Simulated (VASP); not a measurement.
A run of VASP 6.6.1:

The input INCAR:

```
PREC = Accurate ; ENCUT = 520
EDIFF = 1E-8 ; ISMEAR = -1
SIGMA = 0.01 ; LREAL = Auto
LASPH = True ; NELM = 60
ALGO = Normal ; ISIF = 2
LWAVE = False ; LCHARG = False
GGA = PE ; LEFG = True
NBANDS = 172
```

KPOINTS

```
Automatic mesh
0
Gamma
  3 3 3
```

Contents of POSCAR:

```
Li26CuF27
1.0
    0.0000000000      6.0420000000      6.0420000000
    6.0420000000      0.0000000000      6.0420000000
    6.0420000000      6.0420000000      0.0000000000
Cu Li F
1 26 27
Direct
    0.0000000000      0.0000000000      0.0000000000
    0.0000000000      0.0000000000      0.3333333333
    0.0000000000      0.0000000000      0.6666666667
    0.0000000000      0.3333333333      0.0000000000
    0.0000000000      0.3333333333      0.3333333333
    0.0000000000      0.3333333333      0.6666666667
    0.0000000000      0.6666666667      0.0000000000
    0.0000000000      0.6666666667      0.3333333333
    0.0000000000      0.6666666667      0.6666666667
    0.3333333333      0.0000000000      0.0000000000
    0.3333333333      0.0000000000      0.3333333333
    0.3333333333      0.0000000000      0.6666666667
    0.3333333333      0.3333333333      0.0000000000
    0.3333333333      0.3333333333      0.3333333333
    0.3333333333      0.3333333333      0.6666666667
    0.3333333333      0.6666666667      0.0000000000
    0.3333333333      0.6666666667      0.3333333333
    0.3333333333      0.6666666667      0.6666666667
    0.6666666667      0.0000000000      0.0000000000
    0.6666666667      0.0000000000      0.3333333333
    0.6666666667      0.0000000000      0.6666666667
    0.6666666667      0.3333333333      0.0000000000
    0.6666666667      0.3333333333      0.3333333333
    0.6666666667      0.3333333333      0.6666666667
    0.6666666667      0.6666666667      0.0000000000
    0.6666666667      0.6666666667      0.3333333333
    0.6666666667      0.6666666667      0.6666666667
    0.1666666667      0.1666666667      0.1666666667
    0.1666666667      0.1666666667      0.5000000000
    0.1666666667      0.1666666667      0.8333333333
    0.1666666667      0.5000000000      0.1666666667
    0.1666666667      0.5000000000      0.5000000000
    0.1666666667      0.5000000000      0.8333333333
    0.1666666667      0.8333333333      0.1666666667
    0.1666666667      0.8333333333      0.5000000000
    0.1666666667      0.8333333333      0.8333333333
    0.5000000000      0.1666666667      0.1666666667
    0.5000000000      0.1666666667      0.5000000000
    0.5000000000      0.1666666667      0.8333333333
    0.5000000000      0.5000000000      0.1666666667
    0.5000000000      0.5000000000      0.5000000000
    0.5000000000      0.5000000000      0.8333333333
    0.5000000000      0.8333333333      0.1666666667
    0.5000000000      0.8333333333      0.5000000000
    0.5000000000      0.8333333333      0.8333333333
    0.8333333333      0.1666666667      0.1666666667
    0.8333333333      0.1666666667      0.5000000000
    0.8333333333      0.1666666667      0.8333333333
    0.8333333333      0.5000000000      0.1666666667
    0.8333333333      0.5000000000      0.5000000000
    0.8333333333      0.5000000000      0.8333333333
    0.8333333333      0.8333333333      0.1666666667
    0.8333333333      0.8333333333      0.5000000000
    0.8333333333      0.8333333333      0.8333333333
```

Potentials or basis: VASP PAW PBE potentials, release 64 (Cu, Li_sv, F).

Command:

```bash
$ cat potpaw_PBE.64/Cu/POTCAR potpaw_PBE.64/Li_sv/POTCAR potpaw_PBE.64/F/POTCAR > POTCAR
$ mpirun -np 1 vasp_std > vasp.out
```

Hardware: 1 thread of Intel(R) Xeon(R) Platinum 8375C CPU @ 2.90GHz (Ice Lake), on a shared host.

Question: Estimate the wall time of this run.

Answer: Wall time 13 min on 1 thread of Intel(R) Xeon(R) Platinum 8375C CPU @ 2.90GHz (Ice Lake) (shared host), peak memory 0.67 GiB. Counts: scf iterations 21, k points 4.
